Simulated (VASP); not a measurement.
Set up this calculation in VASP 6.6.1, as the native input.

* Task: single point
* Functional: PBE
* Potentials or basis: VASP PAW PBE potentials, release 64 (Ta_pv, Si, N)
* Cutoff: 600 eV
* k mesh: 4 × 4 × 4
* Occupations: gaussian, width 0.1 eV
* Spin: collinear spin
* Starting moments: [1.0, 1.0, 1.0, 1.0, 0.0, 0.0, 0.0, 0.0, 0.0, 0.0] μB
* Dipole correction: no
* Further INCAR settings: ALGO = Normal; EDIFF = 1e-06; NBANDS = 51

The structure of Ta2SiN2 lies in POSCAR:

```
Ta2SiN2
1.0
    4.2281251569      0.0000000000      0.0000000000
    0.0000000000      4.8108117338      0.0000000000
    0.0000000000      0.0000000000      6.8603855400
Ta Si N
4 2 4
Direct
    0.0000000000      0.5000000000      0.4944254281
    0.5000000000      0.0000000000      0.5055745719
    0.5000000000      0.5000000000      0.1976428845
    0.0000000000      0.0000000000      0.8023571155
    0.0000000000      0.5000000000      0.9343901849
    0.5000000000      0.0000000000      0.0656098151
    0.0000000000      0.5000000000      0.1980899734
    0.5000000000      0.0000000000      0.8019100266
    0.5000000000      0.5000000000      0.5099183930
    0.0000000000      0.0000000000      0.4900816070
```

The cell was built from a structure type or drawn by symmetry, and may not be a known phase.

These files were run (other wordings do the same):

INCAR

```
PREC = Accurate ; ENCUT = 600
EDIFF = 1E-6 ; ISMEAR = 0
SIGMA = 0.1 ; LREAL = False
LASPH = True ; NELM = 200
ALGO = Normal ; ISIF = 2
LWAVE = False ; LCHARG = False
ISPIN = 2 ; MAGMOM = 1 1 1 1 0 0 0 0 0 0
LORBIT = 11 ; LMAXMIX = 4
GGA = PE ; NBANDS = 51
GGA_COMPAT = False
```

KPOINTS

```
regular mesh
0
Gamma
  4 4 4
```

Potentials or basis: VASP PAW PBE potentials, release 64 (Ta_pv, Si, N).

The run is started by

```sh
$ cat potpaw_PBE.64/Ta_pv/POTCAR potpaw_PBE.64/Si/POTCAR potpaw_PBE.64/N/POTCAR > POTCAR
$ mpirun -np 1 vasp_std > vasp.out
```

Results of the run:

The pressure is -2.5 GPa, the largest force is 1.002 eV/Å and the band gap on the k mesh is zero (filled and empty bands overlap). The net moment is 0.00 μB per cell and the valence electrons inside the program's atomic spheres are Ta 8.80, 8.99 (each value once); Si 1.64; N 3.77, 3.68 (each value once).

Caveat: the k points lie up to 0.37 Å⁻¹ apart, too coarse for converged energies and pressures of a metal; spin-orbit coupling is left out, which moves the levels of the heavy elements; forces of over 1 eV/Å act on the atoms, so gaps and moduli don't describe the material at rest.

It took 19 min on 1 thread of Intel Xeon 8259CL, with other jobs on the host, peak memory 0.55 GiB.
